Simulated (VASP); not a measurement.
# Cu (P6_3/mmc) in VASP: settings compared

The runs below take Cu through single point, relaxation of cell and atoms, with LDA, PBEsol+D3(BJ), PBEsol.

All numbers are computed with VASP 6.6.1; they aren't measurements. Logs are shortened: lines on timing, memory, paths and dates and some standing lists are left out, and cuts for length are marked.

### 1 The cell of the first run

It takes space group P6_3/mmc (No. 194, hexagonal). The conventional cell has a = 2.480 Å, b = 2.480 Å, c = 4.092 Å, α = 90.00°, β = 90.00°, γ = 120.00°. Cu (site symmetry -6m2) has 12 Cu at 2.48 to 2.50 Å within 3.3 Å.

This isn't the form of Cu at room conditions, which is fcc.

### 2 Single point, LDA

The input, INCAR:

```
PREC = Accurate
ENCUT = 520
EDIFF = 1E-6
ISMEAR = -1
SIGMA = 0.1
LREAL = F
LASPH = T
NELM = 60
ALGO = Normal
ISIF = 2
LWAVE = F
LCHARG = F
GGA = CA
NBANDS = 18
```

The input, KPOINTS:

```
regular mesh
0
Gamma
  15 15 8
```

The input, POSCAR:

```
Cu
1.0
    2.4795232888      0.0000000000      0.0000000000
   -1.2397616444      2.1473301574      0.0000000000
    0.0000000000      0.0000000000      4.0921718697
Cu
2
Direct
    0.3333333333      0.6666666667      0.2500000000
    0.6666666667      0.3333333333      0.7500000000
```

Potentials or basis: VASP PAW LDA potentials, release 64 (Cu).

On the command line:

```
cat potpaw_LDA.64/Cu/POTCAR > POTCAR
mpirun -np 1 vasp_std > vasp.out
```

OUTCAR:

```text
PREC = Accurate
   ENCUT = 520
   EDIFF = 1E-6
   ISMEAR = -1
   LREAL = F
   LASPH = T
   NELM = 60
   ISIF = 2
   GGA = CA

 ion  position               nearest neighbor table
   1  0.333  0.667  0.250-   2 2.50   2 2.50   2 2.50   2 2.50   2 2.50   2 2.50
   2  0.667  0.333  0.750-   1 2.50   1 2.50   1 2.50   1 2.50   1 2.50   1 2.50

  LATTYP: Found a hexagonal cell.
 ALAT       =     2.4795232888
 C/A-ratio  =     1.6503865433

  Lattice vectors:

 A1 = (   2.4795232888,   0.0000000000,   0.0000000000)
 A2 = (  -1.2397616444,   2.1473301574,   0.0000000000)
 A3 = (   0.0000000000,   0.0000000000,   4.0921718697)

Analysis of symmetry for initial positions (statically):
=====================================================================
 Subroutine PRICEL returns:
 Original cell was already a primitive cell.

 Routine SETGRP: Setting up the symmetry group for a
 hexagonal supercell.

 Subroutine GETGRP returns: Found 24 space group operations
 (whereof 12 operations were pure point group operations)
 out of a pool of 24 trial point group operations.

The static configuration has the point symmetry D_3d.
 The point group associated with its full space group is D_6h.

Analysis of symmetry for dynamics (positions and initial velocities):
=====================================================================
 Subroutine PRICEL returns:
 Original cell was already a primitive cell.

 Routine SETGRP: Setting up the symmetry group for a
 hexagonal supercell.

 Subroutine GETGRP returns: Found 24 space group operations
 (whereof 12 operations were pure point group operations)
 out of a pool of 24 trial point group operations.

The dynamic configuration has the point symmetry D_3d.
 The point group associated with its full space group is D_6h.

 Subroutine INISYM returns: Found 24 space group operations
 (whereof 12 operations are pure point group operations),
 and found     1 'primitive' translations

----------------------------------------------------------------------------------------

                                     Primitive cell
[... 75 lines left out ...]
   total plane-waves  NPLWV =   9720
   dimension x,y,z NGX =    18 NGY =   18 NGZ =   30
   dimension x,y,z NGXF=    36 NGYF=   36 NGZF=   60
   ions per type =               2
   NGX,Y,Z   is equivalent  to a cutoff of  12.07, 12.07, 12.19 a.u.
   NGXF,Y,Z  is equivalent  to a cutoff of  24.14, 24.14, 24.38 a.u.
 SYSTEM =  unknown system
   PREC   = accura    normal or accurate (medium, high low for compatibility)
   ISTART =      0    job   : 0-new  1-cont  2-samecut
   ICHARG =      2    charge: 1-file 2-atom 10-const
   ISPIN  =      1    spin polarized calculation?
   LNONCOLLINEAR =      F non collinear calculations
   LSORBIT =      F    spin-orbit coupling
   LASPH  =      T    aspherical Exc in radial PAW
   ENCUT  =  520.0 eV  38.22 Ry    6.18 a.u.   4.61  4.61  7.61*2*pi/ulx,y,z
   NELM   =     60;   NELMIN=  2; NELMDL= -5     # of ELM steps
   EDIFF  = 0.1E-05   stopping-criterion for ELM
   LREAL  =      F    real-space projection
   EDIFFG = 0.1E-04   stopping-criterion for IOM
   NSW    =      0    number of steps for IOM
   IBRION =     -1    ionic relax: 0-MD 1-quasi-New 2-CG
   NFREE  =      0    steps in history (QN), initial steepest desc. (CG)
   ISIF   =      2    stress and relaxation
   ISYM   =      2    0-nonsym 1-usesym 2-fastsym
   POTIM  = 0.5000    time-step for ionic-motion
   TEBEG  =    0.0;   TEEND  =   0.0 temperature during run
   PSTRESS=    0.0 pullay stress
   NELECT =      22.0000    total number of electrons
   NUPDOWN=      -1.0000    fix difference up-down
   EMIN   =  10.00;   EMAX   =-10.00  energy-range for DOS
   EFERMI =   0.00;   METHOD = LEGACY
   ISMEAR =    -1;   SIGMA  =   0.10  broadening in eV -4-tet -1-fermi 0-gaus
   EFERMI_NEDOS =   21; number of points for ismear=-14 and -15
   IALGO  =     38    algorithm
   IMIX   =      4    mixing-type and parameters
     AMIX     =   0.40;   BMIX     =  1.00
     AMIX_MAG =   1.60;   BMIX_MAG =  1.00
  volume/ion in A,a.u.               =      10.89        73.52
  Fermi-wavevector in a.u.,A,eV,Ry     =   1.642387  3.103661 36.700821  2.697434
  Thomas-Fermi vector in A             =   2.732698
   LORBIT       =      0    0 simple, 1 ext, 2 COOP (PROOUT), +10 PAW based schemes
   GGA     = CA    functional components
   LHFCALC =     F    Hartree Fock is set to
   AEXX    =    0.0000 exact exchange contribution
   IVDW    =     0    specifies the selected vdW correction
   LEPSILON=     F    determine dielectric tensor
   LRPA    =     F    only Hartree local field effects (RPA)
 non-spin polarized calculation
  energy-cutoff  :      520.00
  volume of cell :       21.79
 maximum number of plane-waves:       602
   NGX =  9   NGY =  9   NGZ = 15

 number of electron      21.9999947 magnetization

 Free energy of the ion-electron system (eV)
  ---------------------------------------------------
  ext. energy  EPLUGINS =         0.00000000
  ---------------------------------------------------
  free energy    TOTEN  =        -9.41103323 eV

  energy without entropy =       -9.39341742  energy(sigma->0) =       -9.40222532

 E-fermi :   8.4739     XC(G=0): -13.5813

 val. band max:        8.4647877400   @ k =   0.2000   0.0667   0.2500
 cond. band min:       8.4895015401   @ k =   0.4667   0.0667   0.2500
 fundamental gap:      0.0247138001
 Fermi energy:         8.4738959112

 k-point     1 :       0.0000    0.0000    0.0000
  band No.  band energies     occupation
      1      -1.5853      2.00000
      2       2.7722      2.00000
      3       5.0136      2.00000
      4       5.1199      2.00000
      5       5.1199      2.00000
      6       5.3477      2.00000
[... 481 lines left out ...]
      5       4.9193      2.00000
      6       5.0405      2.00000
[... 10 lines left out ...]
     17      20.8196      0.00000
     18      24.9918      0.00000

 [... further k-points ...]
[... 5 lines left out ...]
  --------------------------------------------------------------------------------------
  -------------------------------------------------------------------------------------
  Total        0.1501464      0.1501464      0.1506716     -0.0000000     -0.0000000      0.0000000
  in kB       11.0409030     11.0409030     11.0795247     -0.0000000     -0.0000000      0.0000000
  external PRESSURE =      11.0537769 kB  Pullay stress =       0.0000000 kB

 VOLUME and BASIS-vectors are now :
 -----------------------------------------------------------------------------
  energy-cutoff  :      520.00
  volume of cell :       21.79
      direct lattice vectors                 reciprocal lattice vectors
     2.479523289  0.000000000  0.000000000     0.403303330  0.232847286  0.000000000
    -1.239761644  2.147330157  0.000000000     0.000000000  0.465694573  0.000000000
     0.000000000  0.000000000  4.092171870     0.000000000  0.000000000  0.244369013

 POSITION                                       TOTAL-FORCE (eV/Angst)
 -----------------------------------------------------------------------------------
     -0.00000      1.43155      1.02304        -0.000000     -0.000000      0.000000
      1.23976      0.71578      3.06913         0.000000      0.000000      0.000000
 -----------------------------------------------------------------------------------
    total drift:                               -0.000000      0.000000     -0.000000

  FREE ENERGIE OF THE ION-ELECTRON SYSTEM (eV)
  ---------------------------------------------------
  free  energy   TOTEN  =        -9.4110332286 eV

  energy  without entropy=       -9.3934174187  energy(sigma->0) =       -9.40222532
```

stdout:

```text
POSCAR found type information on POSCAR Cu
 POSCAR found :  1 types and       2 ions
 scaLAPACK will be used
 LDA part: xc-table for (Slater(with rela. corr.)+CA(PZ))
 , standard interpolation
 POSCAR, INCAR and KPOINTS ok, starting setup
 FFT: planning ... GRIDC
 FFT: planning ... GRID_SOFT
 FFT: planning ... GRID
 WAVECAR not read
 entering main loop
```

It took 56 s on 1 thread of Intel Xeon 8259CL, shared host; peak memory 0.15 GiB.

Results:

```yaml
Free_energy: -9.4110 eV
Pressure: 1.1 GPa
Band_gap_on_the_k_mesh: zero (bands 11 and 12 overlap by 6.41 eV)
```

### 3 Single point, PBEsol+D3(BJ)

This run uses another cell than the first one, of 10.82 Å³/atom.

The input, INCAR:

```
SYSTEM = Cu
  PREC = Accurate
  ENCUT = 520
  EDIFF = 1E-6
  ISMEAR = -1
  SIGMA = 0.1
  LREAL = .False.
  LASPH = .True.
  NELM = 60
  ALGO = Normal
  ISIF = 2
  LWAVE = .False.
  LCHARG = .True.
  GGA = PS
  IVDW = 12
  LELF = .True.
  LVHAR = .True.
  NBANDS = 18
```

The input, KPOINTS:

```
regular mesh
0
Gamma
  15 15 8
  0 0 0
```

The input, POSCAR:

```
Cu
1.0
    2.4747577569      0.0000000000      0.0000000000
   -1.2373788785      2.1432030857      0.0000000000
    0.0000000000      0.0000000000      4.0788192058
Cu
2
Direct
    0.3333333333      0.6666666667      0.2500000000
    0.6666666667      0.3333333333      0.7500000000
```

Potentials or basis: VASP PAW PBE potentials, release 64 (Cu).

On the command line:

```
cat potpaw_PBE.64/Cu/POTCAR > POTCAR
mpirun -np 1 vasp_std > vasp.out
```

OUTCAR:

```text
SYSTEM = Cu
   PREC = Accurate
   ENCUT = 520
   EDIFF = 1E-6
   ISMEAR = -1
   LREAL = .False.
   LASPH = .True.
   NELM = 60
   ISIF = 2
   GGA = PS
   IVDW = 12
 IVDW          = 12

 ion  position               nearest neighbor table
   1  0.333  0.667  0.250-   2 2.49   2 2.49   2 2.49   2 2.49   2 2.49   2 2.49
   2  0.667  0.333  0.750-   1 2.49   1 2.49   1 2.49   1 2.49   1 2.49   1 2.49

  LATTYP: Found a hexagonal cell.
 ALAT       =     2.4747577569
 C/A-ratio  =     1.6481690761

  Lattice vectors:

 A1 = (   2.4747577569,   0.0000000000,   0.0000000000)
[... 692 lines left out ...]

 Edisp (eV)   -1.14530

 E8    (eV) :    -0.7472

  FORCE on cell =-STRESS in cart. coord.  units (eV):
  Direction    XX          YY          ZZ          XY          YZ          ZX
  --------------------------------------------------------------------------------------
  -------------------------------------------------------------------------------------
  Total       0.09021     0.09021     0.09327    -0.00000    -0.00000     0.00000
  in kB       6.68061     6.68061     6.90760    -0.00000    -0.00000     0.00000
  external pressure =        6.76 kB  Pullay stress =        0.00 kB

 VOLUME and BASIS-vectors are now :
 -----------------------------------------------------------------------------
  energy-cutoff  :      520.00
  volume of cell :       21.63
      direct lattice vectors                 reciprocal lattice vectors
     2.474757757  0.000000000  0.000000000     0.404079954  0.233295670  0.000000000
    -1.237378878  2.143203086  0.000000000     0.000000000  0.466591340  0.000000000
     0.000000000  0.000000000  4.078819206     0.000000000  0.000000000  0.245168994

 POSITION                                       TOTAL-FORCE (eV/Angst)
 -----------------------------------------------------------------------------------
     -0.00000      1.42880      1.01970         0.000000     -0.000000      0.000000
      1.23738      0.71440      3.05911        -0.000000      0.000000     -0.000000
 -----------------------------------------------------------------------------------
    total drift:                               -0.000000      0.000000     -0.000000

  FREE ENERGIE OF THE ION-ELECTRON SYSTEM (eV)
  ---------------------------------------------------
  free  energy   TOTEN  =        -9.7278056423 eV

  energy  without entropy=       -9.7099944022  energy(sigma->0) =       -9.71890002
```

It took 60 s on 1 thread of Intel Xeon 8259CL, shared host; peak memory 0.17 GiB.

Results:

```yaml
Free_energy: -9.7278 eV
Pressure: 0.7 GPa
Band_gap_on_the_k_mesh: zero (bands 11 and 12 overlap by 6.37 eV)
Dispersion_energy_per_atom: -0.573 eV
```

Caveat: the PAW data sets were made with another functional, which shifts forces and pressure a little.

### 4 Single point, PBEsol

This run uses another cell than the first one, of 11.32 Å³/atom.

The input, INCAR:

```
SYSTEM = Cu
ALGO = Normal
EDIFF = 1E-6
ENCUT = 520
GGA = PS
ISIF = 2
ISMEAR = -1
LASPH = .True.
LCHARG = .False.
LREAL = .False.
LWAVE = .False.
NBANDS = 18
NELM = 60
PREC = Accurate
SIGMA = 0.1
```

The input, KPOINTS:

```
k-points
0
Gamma
  15 15 8
  0 0 0
```

The input, POSCAR:

```
Cu
1.0
    2.5118634735      0.0000000000      0.0000000000
   -1.2559317368      2.1753375789      0.0000000000
    0.0000000000      0.0000000000      4.1441317445
Cu
2
Direct
    0.3333333333      0.6666666667      0.2500000000
    0.6666666667      0.3333333333      0.7500000000
```

On the command line:

```
cat potpaw_PBE.64/Cu/POTCAR > POTCAR
mpirun -np 1 vasp_std > vasp.out
```

Wall time 75 s (1 thread of Intel Xeon 8259CL, shared host); peak memory 0.17 GiB.

The run converged. Its results:

* Free energy: -8.6136 eV
* Pressure: 0.7 GPa
* Band gap on the k mesh: zero (bands 11 and 12 overlap by 6.18 eV)

Levels at points of the mesh, in eV from the Fermi level:
| k point | band 8 | band 9 | band 10 | band 11 | band 12 | band 13 | band 14 | band 15 |
| --- | --- | --- | --- | --- | --- | --- | --- | --- |
| (0.00, 0.00, 0.00) | -2.61 | -2.61 | -1.84 | -1.84 | -1.32 | 3.74 | 21.76 | 22.51 |
| (0.00, 0.00, 0.50) | -3.20 | -2.08 | -2.08 | -2.08 | -2.08 | 12.44 | 12.44 | 22.46 |

Caveat: the PAW data sets were made with another functional, which shifts forces and pressure a little.

(Part 1 of 2 ends here.)
